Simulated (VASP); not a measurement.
# AlN (I-4m2) in VASP: further runs, part 2 of 2

VASP 6.6.1.

## Step 3: Single point, r2SCAN (strain +0.0525 x Voigt [1, 1, 0, 0, 0, 0])

Contents of POSCAR:

```
AlN
1.0
    0.0000000000      2.2986532215      2.1839935596
    2.2986532215      0.0000000000      2.1839935596
    2.2986532215      2.2986532215      0.0000000000
Al N
1 1
Direct
    0.0000000000      0.0000000000      0.0000000000
    0.7500000000      0.7500000000      0.7500000000
```

Contents of INCAR.step1:

```
SYSTEM = AlN
PREC     = Accurate       ! precision mode
ENCUT    = 520            ! plane-wave cutoff, eV
ISMEAR   = 0              ! smearing method
SIGMA    = 0.05           ! smearing width, eV
LREAL    = .FALSE.        ! projectors in reciprocal space
LASPH    = .TRUE.         ! aspherical terms in the spheres
NELM     = 60             ! most SCF steps
NBANDS   = 11             ! bands
GGA      = PE             ! functional
ALGO     = Normal         ! electronic algorithm
EDIFF    = 1E-4           ! SCF threshold, eV
LWAVE    = .TRUE.         ! write WAVECAR
LCHARG   = .FALSE.        ! write CHGCAR
```

Contents of INCAR.step2:

```
SYSTEM = AlN
PREC     = Accurate       ! precision mode
ENCUT    = 520            ! plane-wave cutoff, eV
EDIFF    = 1E-6           ! SCF threshold, eV
ISMEAR   = 0              ! smearing method
SIGMA    = 0.05           ! smearing width, eV
LREAL    = .FALSE.        ! projectors in reciprocal space
LASPH    = .TRUE.         ! aspherical terms in the spheres
NELM     = 60             ! most SCF steps
ALGO     = Normal         ! electronic algorithm
ISIF     = 2              ! what is computed and relaxed
LWAVE    = .FALSE.        ! write WAVECAR
LCHARG   = .TRUE.         ! write CHGCAR
METAGGA  = R2SCAN         ! meta-GGA
LMIXTAU  = .TRUE.       
LELF     = .TRUE.         ! ELF
LVHAR    = .TRUE.       
NBANDS   = 11             ! bands
ISTART   = 1
```

Contents of KPOINTS:

```
Automatic mesh
0
G
  10 10 10
  0 0 0
```

Potentials or basis: VASP PAW PBE potentials, release 64 (Al, N).

Launch:

```console
cat potpaw_PBE.64/Al/POTCAR potpaw_PBE.64/N/POTCAR > POTCAR
cp INCAR.step1 INCAR
mpirun -np 1 vasp_std > vasp.out
cp INCAR.step2 INCAR
mpirun -np 1 vasp_std > vasp.out
```

OUTCAR:

```text
SYSTEM = AlN
   PREC = Accurate
   ENCUT = 520
   EDIFF = 1E-6
   ISMEAR = 0
   LREAL = .FALSE.
   LASPH = .TRUE.
   NELM = 60
   ISIF = 2
   METAGGA = R2SCAN
   ISTART = 1

 ion  position               nearest neighbor table
   1  0.000  0.000  0.000-   2 1.96   2 1.96   2 1.96   2 1.96
   2  0.750  0.750  0.750-   1 1.96   1 1.96   1 1.96   1 1.96

  LATTYP: Found a body centered tetragonal cell.
 ALAT       =     3.2507865610
 C/A-ratio  =     1.3436708431

  Lattice vectors:

 A1 = (   0.0000000000,  -2.2986532215,  -2.1839935596)
 A2 = (   0.0000000000,   2.2986532215,  -2.1839935596)
 A3 = (   2.2986532215,   0.0000000000,   2.1839935596)

Analysis of symmetry for initial positions (statically):
=====================================================================
 Subroutine PRICEL returns:
 Original cell was already a primitive cell.

 Routine SETGRP: Setting up the symmetry group for a
 body centered tetragonal supercell.

 Subroutine GETGRP returns: Found  8 space group operations
 (whereof  8 operations were pure point group operations)
 out of a pool of 16 trial point group operations.

The static configuration has the point symmetry D_2d.

Analysis of symmetry for dynamics (positions and initial velocities):
=====================================================================
 Subroutine PRICEL returns:
 Original cell was already a primitive cell.

 Routine SETGRP: Setting up the symmetry group for a
 body centered tetragonal supercell.

 Subroutine GETGRP returns: Found  8 space group operations
 (whereof  8 operations were pure point group operations)
 out of a pool of 16 trial point group operations.

The dynamic configuration has the point symmetry D_2d.

 Subroutine INISYM returns: Found  8 space group operations
 (whereof  8 operations are pure point group operations),
 and found     1 'primitive' translations

----------------------------------------------------------------------------------------
[... 115 lines left out ...]
  Fermi-wavevector in a.u.,A,eV,Ry     =   1.149994  2.173173 17.993503  1.322485
  Thomas-Fermi vector in A             =   2.286660
   LORBIT       =      0    0 simple, 1 ext, 2 COOP (PROOUT), +10 PAW based schemes
   METAGGA = R2SCAN    functional components
   LHFCALC =     F    Hartree Fock is set to
   AEXX    =    0.0000 exact exchange contribution
   IVDW    =     0    specifies the selected vdW correction
   LEPSILON=     F    determine dielectric tensor
   LRPA    =     F    only Hartree local field effects (RPA)
 non-spin polarized calculation
 Gauss-broadening in eV      SIGMA  =   0.05
  energy-cutoff  :      520.00
  volume of cell :       23.08
 maximum number of plane-waves:       636
   NGX = 11   NGY = 11   NGZ = 13

 number of electron       8.0000000 magnetization

 Free energy of the ion-electron system (eV)
  ---------------------------------------------------
  ext. energy  EPLUGINS =         0.00000000
  ---------------------------------------------------
  free energy    TOTEN  =       -19.02695372 eV

  energy without entropy =      -19.02695372  energy(sigma->0) =      -19.02695372

 E-fermi :   5.1818     XC(G=0): -10.9662

 val. band max:        4.9185962493   @ k =   0.0000   0.0000   0.0000
 cond. band min:       8.5160955489   @ k =   0.5000   0.5000   0.0000
 fundamental gap:      3.5974992997
 Fermi energy:         5.1817588823

 k-point     1 :       0.0000    0.0000    0.0000
  band No.  band energies     occupation
      1     -10.3869      2.00000
      2       4.7260      2.00000
      3       4.7260      2.00000
      4       4.9186      2.00000
      5       8.7412      0.00000
      6      17.2325      0.00000
      7      17.3230      0.00000
      8      17.3230      0.00000
      9      21.7052      0.00000
     10      23.0634      0.00000
     11      23.4178      0.00000
[... 309 lines left out ...]
 k-point    24 :       0.4000    0.3000    0.0000
  band No.  band energies     occupation
      1      -8.5727      2.00000
      2       0.9518      2.00000
      3       3.0453      2.00000
      4       3.2187      2.00000
      5      10.1127      0.00000
      6      13.9778      0.00000
      7      17.3649      0.00000
      8      19.0346      0.00000
      9      19.6597      0.00000
     10      25.6583      0.00000
     11      27.7603      0.00000

 [... further k-points ...]
[... 5 lines left out ...]
  --------------------------------------------------------------------------------------
  -------------------------------------------------------------------------------------
  Total       -2.9274792     -2.9274792     -1.9372679      0.0000000      0.0000000     -0.0000000
  in kB     -203.2245355   -203.2245355   -134.4844287      0.0000000      0.0000000     -0.0000000
  external PRESSURE =    -180.3111665 kB  Pullay stress =       0.0000000 kB

 VOLUME and BASIS-vectors are now :
 -----------------------------------------------------------------------------
  energy-cutoff  :      520.00
  volume of cell :       23.08
      direct lattice vectors                 reciprocal lattice vectors
     0.000000000  2.298653221  2.183993560    -0.217518674  0.217518674  0.228938404
     2.298653221  0.000000000  2.183993560     0.217518674 -0.217518674  0.228938404
     2.298653221  2.298653221  0.000000000     0.217518674  0.217518674 -0.228938404

 POSITION                                       TOTAL-FORCE (eV/Angst)
 -----------------------------------------------------------------------------------
      0.00000      0.00000      0.00000         0.000000      0.000000      0.000000
      3.44798      3.44798      3.27599        -0.000000     -0.000000     -0.000000
 -----------------------------------------------------------------------------------
    total drift:                               -0.000005     -0.000005     -0.000001

  FREE ENERGIE OF THE ION-ELECTRON SYSTEM (eV)
  ---------------------------------------------------
  free  energy   TOTEN  =       -19.0269537159 eV

  energy  without entropy=      -19.0269537159  energy(sigma->0) =      -19.02695372
```

OUTCAR.step1:

```text
SYSTEM = AlN
   PREC = Accurate
   ENCUT = 520
   ISMEAR = 0
   LREAL = .FALSE.
   LASPH = .TRUE.
[... 558 lines left out ...]
      0.00000      0.00000      0.00000        -0.000000     -0.000000     -0.000000
      3.44798      3.44798      3.27599         0.000000      0.000000      0.000000
 -----------------------------------------------------------------------------------
    total drift:                               -0.000000     -0.000000     -0.000000

  FREE ENERGIE OF THE ION-ELECTRON SYSTEM (eV)
  ---------------------------------------------------
  free  energy   TOTEN  =       -14.7546859197 eV

  energy  without entropy=      -14.7546859197  energy(sigma->0) =      -14.75468592
```

OSZICAR.step1:

```text
N       E                     dE             d eps       ncg     rms          rms(c)
DAV:   1     0.110098816568E+02    0.11010E+02   -0.37363E+03  2276   0.592E+02
DAV:   2    -0.160039198280E+02   -0.27014E+02   -0.26104E+02  2642   0.134E+02
DAV:   3    -0.169528382060E+02   -0.94892E+00   -0.94783E+00  2783   0.242E+01
DAV:   4    -0.169582189176E+02   -0.53807E-02   -0.53803E-02  2532   0.200E+00
DAV:   5    -0.169582904248E+02   -0.71507E-04   -0.71507E-04  2727   0.222E-01    0.818E+00
DAV:   6    -0.147621811664E+02    0.21961E+01   -0.12256E+01  2598   0.169E+01    0.275E+00
DAV:   7    -0.147618144401E+02    0.36673E-03   -0.14270E-01  2451   0.313E+00    0.195E+00
DAV:   8    -0.147565741411E+02    0.52403E-02   -0.35847E-02  2442   0.177E+00    0.637E-01
DAV:   9    -0.147546440588E+02    0.19301E-02   -0.54642E-03  2721   0.439E-01    0.244E-01
DAV:  10    -0.147546859197E+02   -0.41861E-04   -0.62796E-04  2424   0.159E-01
   1 F= -.14754686E+02 E0= -.14754686E+02  d E =-.586102E-21
```

Run time: 63 s. Hardware: 1 thread of Intel Xeon Platinum 8375C at 2.90GHz (Ice Lake), shared host; peak memory 0.15 GiB.

What came out:

* Free energy: -19.0270 eV
* Pressure: -18.0 GPa
* Band gap on the k mesh: 3.60 eV (least direct gap 3.82 eV)

Stress tensor (GPa, compression positive):
```
-20.32   0.00   0.00
  0.00 -20.32   0.00
  0.00   0.00 -13.45
```

Caveat: the cell differs from its parent crystal (strain +0.0525 x Voigt [1, 1, 0, 0, 0, 0]); the cell stands under tension; the PAW data sets were made with another functional, which shifts forces and pressure a little. A k mesh can miss the band edges.

## Step 4: Single point, r2SCAN (strain +0.0600 x Voigt [1, 1, 0, 0, 0, 0])

Contents of POSCAR:

```
AlN
1.0
    0.0000000000      2.3150331732      2.1839935596
    2.3150331732      0.0000000000      2.1839935596
    2.3150331732      2.3150331732      0.0000000000
Al N
1 1
Direct
    0.0000000000      0.0000000000      0.0000000000
    0.7500000000      0.7500000000      0.7500000000
```

Contents of INCAR.step1:

```
ALGO = Normal
EDIFF = 1E-4
ENCUT = 520
GGA = PE
ISMEAR = 0
LASPH = True
LCHARG = False
LREAL = False
LWAVE = True
NBANDS = 11
NELM = 100
PREC = Accurate
SIGMA = 0.05
```

Contents of INCAR.step2:

```
ALGO = Normal
EDIFF = 1E-6
ENCUT = 520
ISIF = 2
ISMEAR = 0
ISTART = 1
LASPH = True
LCHARG = True
LELF = True
LMIXTAU = True
LREAL = False
LVHAR = True
LWAVE = False
METAGGA = R2SCAN
NBANDS = 11
NELM = 100
PREC = Accurate
SIGMA = 0.05
```

Contents of KPOINTS:

```
k-points
0
Gamma
  10 10 10
```

Launch:

```console
cat potpaw_PBE.64/Al/POTCAR potpaw_PBE.64/N/POTCAR > POTCAR
cp INCAR.step1 INCAR
mpirun -np 1 vasp_std > vasp.out
cp INCAR.step2 INCAR
mpirun -np 1 vasp_std > vasp.out
```

It took 66 s on 1 thread of Intel Xeon Platinum 8375C at 2.90GHz (Ice Lake), shared host; peak memory 0.15 GiB.

It converged, with:

```yaml
Free_energy: -18.9829 eV
Pressure: -20.0 GPa
Band_gap_on_the_k_mesh: 3.56 eV (least direct gap 3.68 eV)
```

Stress tensor (GPa, compression positive):
```
-22.55   0.00   0.00
  0.00 -22.55   0.00
  0.00   0.00 -14.82
```

Levels at points of the mesh, in eV from the valence-band top:
| k point | band 1 | band 2 | band 3 | band 4 | band 5 | band 6 | band 7 | band 8 |
| --- | --- | --- | --- | --- | --- | --- | --- | --- |
| (0.00, 0.00, 0.00) | -15.25 | -0.22 | -0.22 | 0.00 | 3.68 | 12.15 | 12.26 | 12.26 |
| (0.50, 0.00, 0.00) | -13.55 | -5.57 | -0.84 | -0.41 | 6.87 | 9.86 | 10.57 | 11.68 |
| (0.50, 0.50, 0.00) | -12.89 | -4.40 | -2.12 | -2.12 | 3.56 | 7.96 | 14.12 | 15.04 |
| (0.50, 0.00, 0.50) | -13.09 | -4.93 | -1.68 | -1.66 | 3.78 | 8.88 | 13.12 | 14.69 |

Caveat: the cell differs from its parent crystal (strain +0.0600 x Voigt [1, 1, 0, 0, 0, 0]); the cell stands under tension; the PAW data sets were made with another functional, which shifts forces and pressure a little. A k mesh can miss the band edges.

## Step 5: The runs side by side

| cell | gap on the mesh (eV) | pressure (GPa) |
| --- | --- | --- |
| a = 3.159, b = 3.159, c = 3.228 Å, angles 59.3, 59.3, 61.4°, 2 atoms | 3.64 | -16.0 |
| a = 3.171, b = 3.171, c = 3.251 Å, angles 59.2, 59.2, 61.7°, 2 atoms | 3.60 | -18.0 |
| a = 3.183, b = 3.183, c = 3.274 Å, angles 59.0, 59.0, 61.9°, 2 atoms | 3.56 | -20.0 |

Alike in all rows: task single point; level r2SCAN; potentials or basis VASP PAW PBE potentials, release 64 (Al, N); no spin polarisation; k mesh 10 × 10 × 10; cutoff (eV) 520; smearing gaussian 0.05 eV.

Caveats: the cell stands under tension; the PAW data sets were made with another functional, which shifts forces and pressure a little.

Total energies depend on the potentials used, so only differences within one code and one set of settings carry meaning.
